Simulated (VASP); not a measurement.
# HfZn (Pm-3m) in VASP: single point with LDA

Aim: the single point of HfZn with LDA.

Everything below comes from runs of VASP 6.6.1. Logs are shortened: lines on timing, memory, paths and dates and some standing lists are left out, and cuts for length are marked.

### 1 The cell of the first run

Symmetry: Pm-3m, No. 221, cubic system. The conventional cell has a = 3.275 Å, b = 3.275 Å, c = 3.275 Å, α = 90.00°, β = 90.00°, γ = 90.00°. Hf (site symmetry m-3m) has 8 Zn at 2.84 Å and 6 Hf at 3.28 Å within 3.7 Å. Zn (site symmetry m-3m) has 8 Hf at 2.84 Å and 6 Zn at 3.28 Å within 3.7 Å.

### 2 Single point, LDA

INCAR reads:

```
SYSTEM = HfZn
PREC = Accurate
ENCUT = 500
EDIFF = 1E-6
ISMEAR = -1
SIGMA = 0.1
LREAL = .False.
LASPH = .True.
NELM = 120
ALGO = Normal
ISIF = 2
LWAVE = .False.
LCHARG = .False.
NBANDS = 30
GGA_COMPAT = .False.
```

KPOINTS reads:

```
regular mesh
0
Gamma
  3 6 6
  0 0 0
```

POSCAR reads:

```
HfZn
1.0
    6.5502096800      0.0000000000      0.0000000000
    0.0000000000      3.2751048400      0.0000000000
    0.0000000000      0.0000000000      3.2751048400
Hf Zn
2 2
Direct
    0.2500000000      0.5000000000      0.5000000000
    0.7500000000      0.5000000000      0.5000000000
    0.0000000000      0.0000000000      0.0000000000
    0.5000000000      0.0000000000      0.0000000000
```

Potentials or basis: VASP PAW LDA potentials, release 64 (Hf_pv, Zn).

Launch:

```
$ cat potpaw_LDA.64/Hf_pv/POTCAR potpaw_LDA.64/Zn/POTCAR > POTCAR
$ mpirun -np 1 vasp_std > vasp.out
```

OUTCAR:

```text
SYSTEM = HfZn
   PREC = Accurate
   ENCUT = 500
   EDIFF = 1E-6
   ISMEAR = -1
   LREAL = .False.
   LASPH = .True.
   NELM = 120
   ISIF = 2

 ion  position               nearest neighbor table
   1  0.250  0.500  0.500-   3 2.84   4 2.84   3 2.84   4 2.84   3 2.84   4 2.84   3 2.84   4 2.84
                             2 3.28   2 3.28
   2  0.750  0.500  0.500-   3 2.84   4 2.84   3 2.84   4 2.84   3 2.84   4 2.84   3 2.84   4 2.84
                             1 3.28   1 3.28
   3  0.000  0.000  0.000-   1 2.84   2 2.84   1 2.84   2 2.84   1 2.84   2 2.84   1 2.84   2 2.84

   4  0.500  0.000  0.000-   1 2.84   2 2.84   1 2.84   2 2.84   1 2.84   2 2.84   1 2.84   2 2.84

  LATTYP: Found a simple tetragonal cell.
 ALAT       =     3.2751048400
 C/A-ratio  =     2.0000000000

  Lattice vectors:

 A1 = (   0.0000000000,   3.2751048400,   0.0000000000)
 A2 = (   0.0000000000,   0.0000000000,   3.2751048400)
 A3 = (   6.5502096800,   0.0000000000,   0.0000000000)

Analysis of symmetry for initial positions (statically):
=====================================================================
 Subroutine PRICEL returns following result:

  LATTYP: Found a simple cubic cell.
 ALAT       =     3.2751048400

  Lattice vectors:

 A1 = (   3.2751048400,   0.0000000000,   0.0000000000)
 A2 = (   0.0000000000,   3.2751048400,   0.0000000000)
 A3 = (   0.0000000000,   0.0000000000,   3.2751048400)

   2 primitive cells build up your supercell.

 Routine SETGRP: Setting up the symmetry group for a
 simple tetragonal supercell.

 Subroutine GETGRP returns: Found 16 space group operations
 (whereof 16 operations were pure point group operations)
 out of a pool of 16 trial point group operations.

The static configuration has the point symmetry D_4h.

Analysis of symmetry for dynamics (positions and initial velocities):
=====================================================================
 Subroutine PRICEL returns following result:

  LATTYP: Found a simple cubic cell.
 ALAT       =     3.2751048400

  Lattice vectors:

 A1 = (   3.2751048400,   0.0000000000,   0.0000000000)
 A2 = (   0.0000000000,   3.2751048400,   0.0000000000)
 A3 = (   0.0000000000,   0.0000000000,   3.2751048400)

   2 primitive cells build up your supercell.

 Routine SETGRP: Setting up the symmetry group for a
 simple tetragonal supercell.

 Subroutine GETGRP returns: Found 16 space group operations
 (whereof 16 operations were pure point group operations)
 out of a pool of 16 trial point group operations.

The dynamic configuration has the point symmetry D_4h.

 Subroutine INISYM returns: Found 16 space group operations
 (whereof 16 operations are pure point group operations),
 and found     2 'primitive' translations

----------------------------------------------------------------------------------------

                                     Primitive cell

  volume of cell :      35.1298

  direct lattice vectors                    reciprocal lattice vectors
     3.275104840  0.000000000  0.000000000     0.305333737  0.000000000  0.000000000
     0.000000000  3.275104840  0.000000000     0.000000000  0.305333737  0.000000000
     0.000000000  0.000000000  3.275104840     0.000000000  0.000000000  0.305333737

  length of vectors
     3.275104840  3.275104840  3.275104840     0.305333737  0.305333737  0.305333737

  position of ions in fractional coordinates (direct lattice)
     0.500000000  0.500000000  0.500000000
     0.000000000  0.000000000  0.000000000

  ion indices of the primitive-cell ions
   primitive index   ion index
                 1           1
                 2           3

----------------------------------------------------------------------------------------

 KPOINTS: regular mesh

Automatic generation of k-mesh.
 Grid dimensions read from file:
 generate k-points for:    3    6    6

 Generating k-lattice:

  Cartesian coordinates                     Fractional coordinates (reciprocal lattice)
     0.050888956  0.000000000  0.000000000     0.333333333  0.000000000  0.000000000
     0.000000000  0.050888956  0.000000000     0.000000000  0.166666667  0.000000000
     0.000000000  0.000000000  0.050888956     0.000000000  0.000000000  0.166666667

  Length of vectors
     0.050888956  0.050888956  0.050888956

  Shift w.r.t. Gamma in fractional coordinates (k-lattice)
     0.000000000  0.000000000  0.000000000

 Subroutine IBZKPT returns following result:
 ===========================================

 Found     20 irreducible k-points:

 Following reciprocal coordinates:
            Coordinates               Weight
  0.000000  0.000000  0.000000      1.000000
  0.333333  0.000000  0.000000      2.000000
  0.000000  0.166667  0.000000      4.000000
  0.333333  0.166667  0.000000      8.000000
  0.000000  0.333333  0.000000      4.000000
  0.333333  0.333333  0.000000      8.000000
[... 12 lines left out ...]
  0.000000  0.500000  0.500000      1.000000
  0.333333  0.500000  0.500000      2.000000
   k-points           NKPTS =     20   k-points in BZ     NKDIM =     20   number of bands    NBANDS=     30
   number of dos      NEDOS =    301   number of ions     NIONS =      4
   total plane-waves  NPLWV =  27648
   dimension x,y,z NGX =    48 NGY =   24 NGZ =   24
   dimension x,y,z NGXF=    96 NGYF=   48 NGZF=   48
   ions per type =               2   2
   NGX,Y,Z   is equivalent  to a cutoff of  12.18, 12.18, 12.18 a.u.
   NGXF,Y,Z  is equivalent  to a cutoff of  24.37, 24.37, 24.37 a.u.
 SYSTEM =  HfZn
   PREC   = accura    normal or accurate (medium, high low for compatibility)
   ISTART =      0    job   : 0-new  1-cont  2-samecut
   ICHARG =      2    charge: 1-file 2-atom 10-const
   ISPIN  =      1    spin polarized calculation?
   LNONCOLLINEAR =      F non collinear calculations
   LSORBIT =      F    spin-orbit coupling
   LASPH  =      T    aspherical Exc in radial PAW
   ENCUT  =  500.0 eV  36.75 Ry    6.06 a.u.  11.94  5.97  5.97*2*pi/ulx,y,z
   NELM   =    120;   NELMIN=  2; NELMDL= -5     # of ELM steps
   EDIFF  = 0.1E-05   stopping-criterion for ELM
   LREAL  =      F    real-space projection
   EDIFFG = 0.1E-04   stopping-criterion for IOM
   NSW    =      0    number of steps for IOM
   IBRION =     -1    ionic relax: 0-MD 1-quasi-New 2-CG
   NFREE  =      0    steps in history (QN), initial steepest desc. (CG)
   ISIF   =      2    stress and relaxation
   ISYM   =      2    0-nonsym 1-usesym 2-fastsym
   POTIM  = 0.5000    time-step for ionic-motion
   TEBEG  =    0.0;   TEEND  =   0.0 temperature during run
   PSTRESS=    0.0 pullay stress
   NELECT =      44.0000    total number of electrons
   NUPDOWN=      -1.0000    fix difference up-down
   EMIN   =  10.00;   EMAX   =-10.00  energy-range for DOS
   EFERMI =   0.00;   METHOD = LEGACY
   ISMEAR =    -1;   SIGMA  =   0.10  broadening in eV -4-tet -1-fermi 0-gaus
   EFERMI_NEDOS =   21; number of points for ismear=-14 and -15
   IALGO  =     38    algorithm
   IMIX   =      4    mixing-type and parameters
     AMIX     =   0.40;   BMIX     =  1.00
     AMIX_MAG =   1.60;   BMIX_MAG =  1.00
  volume/ion in A,a.u.               =      17.56       118.53
  Fermi-wavevector in a.u.,A,eV,Ry     =   1.400631  2.646810 26.691477  1.961768
  Thomas-Fermi vector in A             =   2.523573
   LORBIT       =      0    0 simple, 1 ext, 2 COOP (PROOUT), +10 PAW based schemes
   GGA     = CA    functional components
   LHFCALC =     F    Hartree Fock is set to
   AEXX    =    0.0000 exact exchange contribution
   IVDW    =     0    specifies the selected vdW correction
   LEPSILON=     F    determine dielectric tensor
   LRPA    =     F    only Hartree local field effects (RPA)
 non-spin polarized calculation
  energy-cutoff  :      500.00
  volume of cell :       70.26
 maximum number of plane-waves:      1800
 NGX is ok and might be reduce to    48
   NGX = 23   NGY = 11   NGZ = 11

 number of electron      43.9999980 magnetization

 Free energy of the ion-electron system (eV)
  ---------------------------------------------------
  ext. energy  EPLUGINS =         0.00000000
  ---------------------------------------------------
  free energy    TOTEN  =       -26.02750333 eV

  energy without entropy =      -25.97797326  energy(sigma->0) =      -26.00273830

 E-fermi :   4.2872     XC(G=0): -11.9874

 val. band max:        4.1721854663   @ k =   0.0000   0.1667   0.0000
 cond. band min:       4.3497717703   @ k =   0.3333   0.5000   0.5000
 fundamental gap:      0.1775863040
 Fermi energy:         4.2871990646

 k-point     1 :       0.0000    0.0000    0.0000
  band No.  band energies     occupation
      1     -26.4401      2.00000
      2     -26.1025      2.00000
      3     -26.1025      2.00000
      4     -26.1025      2.00000
      5     -26.0740      2.00000
      6     -26.0740      2.00000
[... 22 lines left out ...]
     29       9.8184      0.00000
     30       9.8184      0.00000

 k-point     2 :       0.3333    0.0000    0.0000
  band No.  band energies     occupation
      1     -26.3577      2.00000
      2     -26.1890      2.00000
      3     -26.0954      2.00000
      4     -26.0954      2.00000
      5     -26.0811      2.00000
      6     -26.0811      2.00000
[... 22 lines left out ...]
     29       8.5556      0.00000
     30       8.7845      0.00000

 k-point     3 :       0.0000    0.1667    0.0000
  band No.  band energies     occupation
      1     -26.4281      2.00000
      2     -26.1889      2.00000
      3     -26.1553      2.00000
      4     -26.0954      2.00000
      5     -26.0954      2.00000
      6     -26.0664      2.00000
[... 22 lines left out ...]
     29       8.5556      0.00000
     30      10.0966      0.00000

 k-point     4 :       0.3333    0.1667    0.0000
  band No.  band energies     occupation
      1     -26.3470      2.00000
      2     -26.1849      2.00000
      3     -26.1762      2.00000
      4     -26.1636      2.00000
      5     -26.0881      2.00000
      6     -26.0736      2.00000
[... 484 lines left out ...]
     29       8.7710      0.00000
     30      10.3332      0.00000

 k-point    19 :       0.0000    0.5000    0.5000
  band No.  band energies     occupation
      1     -26.3919      2.00000
      2     -26.3919      2.00000
      3     -26.3541      2.00000
      4     -26.3541      2.00000
      5     -26.3541      2.00000
      6     -26.0434      2.00000
[... 22 lines left out ...]
     29       9.9999      0.00000
     30      10.1414      0.00000

 k-point    20 :       0.3333    0.5000    0.5000
  band No.  band energies     occupation
      1     -26.3825      2.00000
      2     -26.3825      2.00000
      3     -26.3636      2.00000
      4     -26.3636      2.00000
      5     -26.2781      2.00000
      6     -26.1228      2.00000
[... 22 lines left out ...]
     29       9.2617      0.00000
     30       9.3499      0.00000

------------------------ aborting loop because EDIFF is reached ----------------------------------------

  FORCE on cell =-STRESS in cart. coord.  units (eV):
  Direction    XX          YY          ZZ          XY          YZ          ZX
  --------------------------------------------------------------------------------------
  -------------------------------------------------------------------------------------
  Total       -2.6462167     -2.6461462     -2.6461462     -0.0000000      0.0000000     -0.0000000
  in kB      -60.3434823    -60.3418757    -60.3418757     -0.0000000      0.0000000     -0.0000000
  external PRESSURE =     -60.3424112 kB  Pullay stress =       0.0000000 kB

 VOLUME and BASIS-vectors are now :
 -----------------------------------------------------------------------------
  energy-cutoff  :      500.00
  volume of cell :       70.26
      direct lattice vectors                 reciprocal lattice vectors
     6.550209680  0.000000000  0.000000000     0.152666869  0.000000000  0.000000000
     0.000000000  3.275104840  0.000000000     0.000000000  0.305333737  0.000000000
     0.000000000  0.000000000  3.275104840     0.000000000  0.000000000  0.305333737

 POSITION                                       TOTAL-FORCE (eV/Angst)
 -----------------------------------------------------------------------------------
      1.63755      1.63755      1.63755        -0.000000      0.000000     -0.000000
      4.91266      1.63755      1.63755        -0.000000      0.000000      0.000000
      0.00000      0.00000      0.00000        -0.000000      0.000000     -0.000000
      3.27510      0.00000      0.00000         0.000000     -0.000000     -0.000000
 -----------------------------------------------------------------------------------
    total drift:                                0.000000      0.000000      0.000000

  FREE ENERGIE OF THE ION-ELECTRON SYSTEM (eV)
  ---------------------------------------------------
  free  energy   TOTEN  =       -26.0275033289 eV

  energy  without entropy=      -25.9779732622  energy(sigma->0) =      -26.00273830
```

Wall time 24 s (1 thread of Intel Xeon Platinum 8488C (Sapphire Rapids), shared host); peak memory 0.17 GiB.

Results:

```yaml
Free_energy: -26.0275 eV
Pressure: -6.0 GPa
Band_gap_on_the_k_mesh: zero (bands 22 and 23 overlap by 0.44 eV)
```

Levels at points of the mesh, in eV from the Fermi level:
```
           k point  band 19  band 20  band 21  band 22  band 23  band 24  band 25  band 26
(0.00, 0.00, 0.00)    -4.56    -0.80    -0.80    -0.50     0.91     0.91     4.20     4.20
(0.00, 0.50, 0.00)    -4.55    -0.77    -0.55    -0.55    -0.50     0.91     0.91     2.52
(0.00, 0.50, 0.50)    -2.86    -2.86    -0.77    -0.55    -0.55     0.46     2.52     2.52
```

Caveat: the cell stands under tension; spin-orbit coupling is left out, which moves the levels of the heavy elements.
